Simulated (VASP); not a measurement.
Write the native input for VASP 6.6.1 that does the following.

- Task: single point
- Functional: r2SCAN
- Potentials or basis: VASP PAW PBE potentials, release 64 (W_sv, S)
- Cutoff: 500 eV
- k mesh: 6 × 6 × 1
- Occupations: gaussian, width 0.03 eV
- Spin: no spin polarisation
- Tolerance level: standard
- Dipole correction: yes
- Purpose: a run that is hard to end
- Way: PBE orbitals, then all bands at once (ALGO All, ISEARCH 1)
- Further INCAR settings: ALGO = All; EDIFF = 1e-06; NELMDL = -8; ISIF = 0

WS2, a sheet with vacuum:

```
CELL_PARAMETERS angstrom
3.18000 0.00000 0.00000
-1.59000 -2.75396 0.00000
0.00000 0.00000 -19.12500
ATOMIC_POSITIONS crystal
W 0.00000 0.00000 0.50000
S 0.33333 0.66667 0.41830
S 0.33333 0.66667 0.58170
```

The input as run:

POSCAR

```
WS2
1.0
    3.1800000000      0.0000000000      0.0000000000
   -1.5900000000     -2.7539607840      0.0000000000
    0.0000000000      0.0000000000    -19.1250000000
W S
1 2
Direct
    0.0000000000      0.0000000000      0.5000000000
    0.3333333334      0.6666666666      0.4183006536
    0.3333333334      0.6666666666      0.5816993464
```

INCAR.step1

```
SYSTEM = WS2
ALGO = Normal ; DIPOL = 0.5 0.5 0.500
EDIFF = 1E-5 ; EFERMI = MIDGAP
ENCUT = 500 ; GGA = PE
GGA_COMPAT = .FALSE. ; IDIPOL = 3
ISIF = 0 ; ISMEAR = 0
LASPH = .TRUE. ; LCHARG = .TRUE.
LDIPOL = .TRUE. ; LREAL = .FALSE.
LWAVE = .TRUE. ; NELM = 100
NELMDL = -8 ; PREC = Accurate
SIGMA = 0.03
```

INCAR.step2

```
SYSTEM = WS2
ALGO = All ; DIPOL = 0.5 0.5 0.500
EDIFF = 1E-6 ; EFERMI = MIDGAP
ENCUT = 500 ; GGA_COMPAT = .FALSE.
IDIPOL = 3 ; ISEARCH = 1
ISIF = 0 ; ISMEAR = 0
ISTART = 1 ; LASPH = .TRUE.
LCHARG = .FALSE. ; LDIPOL = .TRUE.
LMIXTAU = .TRUE. ; LREAL = .FALSE.
LWAVE = .FALSE. ; METAGGA = R2SCAN
NELM = 100 ; NELMDL = -8
PREC = Accurate ; SIGMA = 0.03
```

KPOINTS

```
k-points
0
Gamma
  6 6 1
```

Potentials or basis: VASP PAW PBE potentials, release 64 (W_sv, S).

The run is started by

```bash
$ cat potpaw_PBE.64/W_sv/POTCAR potpaw_PBE.64/S/POTCAR > POTCAR
$ cp INCAR.step1 INCAR
$ mpirun -np 1 vasp_std > vasp.out
$ cp INCAR.step2 INCAR
$ mpirun -np 1 vasp_std > vasp.out
```

It gave:

| Property | Result |
| --- | --- |
| Largest force | 0.036 eV/Å |
| Band gap on the k mesh | 1.94 eV |

Caveat: the PAW data sets were made with another functional, which shifts forces and pressure a little; spin-orbit coupling is left out, which moves the levels of the heavy elements.

Run time: 60 s on 1 thread of Intel(R) Xeon(R) 6975P-C (Granite Rapids), with other jobs on the host, peak memory 0.29 GiB.
